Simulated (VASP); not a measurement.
Write the native input for VASP 6.6.1 that does the following.

| Quantity | Value |
| --- | --- |
| Task | single point |
| Functional | PBEsol |
| Potentials or basis | VASP PAW PBE potentials, release 64 (Ti_sv, Al) |
| Cutoff | 520 eV |
| k mesh | 14 × 14 × 14 |
| Occupations | gaussian, width 0.15 eV |
| Spin | no spin polarisation |
| Dipole correction | no |
| Further INCAR settings | ALGO = Normal; EDIFF = 1e-06; NBANDS = 14 |

The structure of TiAl lies in POSCAR:

```
TiAl
1.0
    2.8089068443      0.0000000000      0.0000000000
    0.0000000000      3.1560751060      0.0000000000
    0.0000000000      0.0000000000      3.1560751060
Ti Al
1 1
Direct
    0.0000000000      0.0000000000      0.0000000000
    0.5000000000      0.5000000000      0.5000000000
```

This cell differs from its parent crystal: normal strain along x -0.1100, normal strain along y +0.0000.

These files were run (other wordings do the same):

INCAR

```
SYSTEM = TiAl
PREC = Accurate
ENCUT = 520
EDIFF = 1E-6
ISMEAR = 0
SIGMA = 0.15
LREAL = .False.
LASPH = .True.
NELM = 60
ALGO = Normal
ISIF = 2
LWAVE = .False.
LCHARG = .False.
GGA = PS
NBANDS = 14
```

KPOINTS

```
regular mesh
0
Gamma
  14 14 14
  0 0 0
```

Potentials or basis: VASP PAW PBE potentials, release 64 (Ti_sv, Al).

Run with:

```bash
$ cat potpaw_PBE.64/Ti_sv/POTCAR potpaw_PBE.64/Al/POTCAR > POTCAR
$ mpirun -np 1 vasp_std > vasp.out
```

Results of the run:

```
Pressure               : 18.0 GPa
Band gap on the k mesh : zero (an odd number of electrons rules out a gap without spin polarisation)
```

Caveat: the cell differs from its parent crystal (normal strain along x -0.1100, normal strain along y +0.0000); the cell stands under pressure; the PAW data sets were made with another functional, which shifts forces and pressure a little.

It took 120 s on 1 thread of Intel Xeon 8259CL, with other jobs on the host, peak memory 0.23 GiB.
